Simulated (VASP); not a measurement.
# La (P6/mmm) in VASP: further runs, part 2 of 2

VASP 6.6.1. Earlier steps stand in the parts before.

### Step 6. Single point, PBE (volume scaled by 0.6)

INCAR

```
SYSTEM = La
PREC = Accurate
ENCUT = 520
EDIFF = 1E-6
ISMEAR = -1
SIGMA = 0.08
LREAL = .FALSE.
LASPH = .TRUE.
NELM = 100
ALGO = Normal
ISIF = 2
LWAVE = .FALSE.
LCHARG = .TRUE.
GGA = PE
LELF = .TRUE.
LVHAR = .TRUE.
NBANDS = 12
```

KPOINTS

```
regular mesh
0
G
  12 12 11
  0 0 0
```

POSCAR

```
La
1.0
    3.0109537049      0.0000000000      0.0000000000
   -1.5054768525      2.6075623980      0.0000000000
    0.0000000000      0.0000000000      2.8235685632
La
1
Direct
    0.0000000000      0.0000000000      0.0000000000
```

Potentials or basis: VASP PAW PBE potentials, release 64 (La).

Command:

```bash
cat potpaw_PBE.64/La/POTCAR > POTCAR
mpirun -np 1 vasp_std > vasp.out
```

OUTCAR:

```text
SYSTEM = La
   PREC = Accurate
   ENCUT = 520
   EDIFF = 1E-6
   ISMEAR = -1
   LREAL = .FALSE.
   LASPH = .TRUE.
   NELM = 100
   ISIF = 2
   GGA = PE

 ion  position               nearest neighbor table
   1  0.000  0.000  0.000-

  LATTYP: Found a hexagonal cell.
 ALAT       =     3.0109537049
 C/A-ratio  =     0.9377655188

  Lattice vectors:

 A1 = (   3.0109537049,   0.0000000000,   0.0000000000)
 A2 = (  -1.5054768525,   2.6075623980,   0.0000000000)
 A3 = (   0.0000000000,   0.0000000000,   2.8235685632)

Analysis of symmetry for initial positions (statically):
=====================================================================
 Subroutine PRICEL returns:
 Original cell was already a primitive cell.

 Routine SETGRP: Setting up the symmetry group for a
 hexagonal supercell.

 Subroutine GETGRP returns: Found 24 space group operations
 (whereof 24 operations were pure point group operations)
 out of a pool of 24 trial point group operations.

The static configuration has the point symmetry D_6h.

Analysis of symmetry for dynamics (positions and initial velocities):
=====================================================================
 Subroutine PRICEL returns:
 Original cell was already a primitive cell.

 Routine SETGRP: Setting up the symmetry group for a
 hexagonal supercell.

 Subroutine GETGRP returns: Found 24 space group operations
 (whereof 24 operations were pure point group operations)
 out of a pool of 24 trial point group operations.

The dynamic configuration has the point symmetry D_6h.

 Subroutine INISYM returns: Found 24 space group operations
 (whereof 24 operations are pure point group operations),
 and found     1 'primitive' translations

----------------------------------------------------------------------------------------

                                     Primitive cell

  volume of cell :      22.1685

  direct lattice vectors                    reciprocal lattice vectors
[... 113 lines left out ...]
   IVDW    =     0    specifies the selected vdW correction
   LEPSILON=     F    determine dielectric tensor
   LRPA    =     F    only Hartree local field effects (RPA)
 non-spin polarized calculation
  energy-cutoff  :      520.00
  volume of cell :       22.17
 maximum number of plane-waves:       610
 NGX is ok and might be reduce to    24
   NGX = 11   NGY = 11   NGZ = 11

 number of electron      11.0000000 magnetization

 Free energy of the ion-electron system (eV)
  ---------------------------------------------------
  ext. energy  EPLUGINS =         0.00000000
  ---------------------------------------------------
  free energy    TOTEN  =        -3.72520226 eV

  energy without entropy =       -3.69875517  energy(sigma->0) =       -3.71197871

 E-fermi :  13.9432     XC(G=0): -11.8379

 val. band max:       13.9191621738   @ k =   0.0833   0.0833   0.3636
 cond. band min:      13.9447783861   @ k =   0.3333   0.0000   0.1818
 fundamental gap:      0.0256162123
 Fermi energy:        13.9432068259

 k-point     1 :       0.0000    0.0000    0.0000
  band No.  band energies     occupation
      1     -19.4265      2.00000
      2       0.1325      2.00000
      3       0.1664      2.00000
      4       0.1664      2.00000
      5      11.8732      2.00000
      6      12.5117      2.00000
      7      15.2440      0.00000
      8      15.9079      0.00000
      9      15.9079      0.00000
     10      17.2234      0.00000
     11      17.2234      0.00000
     12      17.5410      0.00000
[... 331 lines left out ...]
 k-point    24 :       0.3333    0.0000    0.0909
  band No.  band energies     occupation
      1     -18.4725      2.00000
      2      -3.9970      2.00000
      3      -0.8106      2.00000
      4       0.1780      2.00000
      5      11.6160      2.00000
      6      14.1323      0.17194
      7      16.0024      0.00000
      8      16.6802      0.00000
      9      17.1303      0.00000
     10      17.2621      0.00000
     11      17.2919      0.00000
     12      17.9096      0.00000

 [... further k-points ...]

------------------------ aborting loop because EDIFF is reached ----------------------------------------

  FORCE on cell =-STRESS in cart. coord.  units (eV):
  Direction    XX          YY          ZZ          XY          YZ          ZX
  --------------------------------------------------------------------------------------
  -------------------------------------------------------------------------------------
  Total        4.1804454      4.1804454      4.1196675     -0.0000000      0.0000000      0.0000000
  in kB      302.1315002    302.1315002    297.7389304     -0.0000000      0.0000000      0.0000000
  external PRESSURE =     300.6673103 kB  Pullay stress =       0.0000000 kB

 VOLUME and BASIS-vectors are now :
 -----------------------------------------------------------------------------
  energy-cutoff  :      520.00
  volume of cell :       22.17
      direct lattice vectors                 reciprocal lattice vectors
     3.010953705  0.000000000  0.000000000     0.332120683  0.191749966  0.000000000
    -1.505476852  2.607562398  0.000000000     0.000000000  0.383499931  0.000000000
     0.000000000  0.000000000  2.823568563     0.000000000  0.000000000  0.354161756

 POSITION                                       TOTAL-FORCE (eV/Angst)
 -----------------------------------------------------------------------------------
      0.00000      0.00000      0.00000         0.000000      0.000000      0.000000
 -----------------------------------------------------------------------------------
    total drift:                                0.000000      0.000000      0.000000

  FREE ENERGIE OF THE ION-ELECTRON SYSTEM (eV)
  ---------------------------------------------------
  free  energy   TOTEN  =        -3.7252022611 eV

  energy  without entropy=       -3.6987551660  energy(sigma->0) =       -3.71197871
```

It took 21 s on 1 thread of Intel Xeon Platinum 8375C at 2.90GHz (Ice Lake), shared host; peak memory 0.17 GiB.

Results:

```
Free energy : -3.7252 eV
Pressure    : 30.1 GPa
```

Caveat: spin-orbit coupling is left out, which moves the levels of the heavy elements.

### Step 7. Summary

| cell | gap on the mesh (eV) | pressure (GPa) |
| --- | --- | --- |
| a = 2.628, b = 2.628, c = 2.471 Å, angles 90.0, 90.0, 120.0°, 1 atom | none | 168.0 |
| a = 2.832, b = 2.832, c = 2.660 Å, angles 90.0, 90.0, 120.0°, 1 atom | none | 66.4 |
| a = 3.011, b = 3.011, c = 2.824 Å, angles 90.0, 90.0, 120.0°, 1 atom | none | 30.1 |

Alike in all rows: task single point; level PBE; potentials or basis VASP PAW PBE potentials, release 64 (La); no spin polarisation; k mesh 12 × 12 × 11; cutoff (eV) 520; smearing fermi-dirac 0.08 eV.

Caveats: spin-orbit coupling is left out, which moves the levels of the heavy elements.

Total energies depend on the potentials used, so only differences within one code and one set of settings carry meaning.
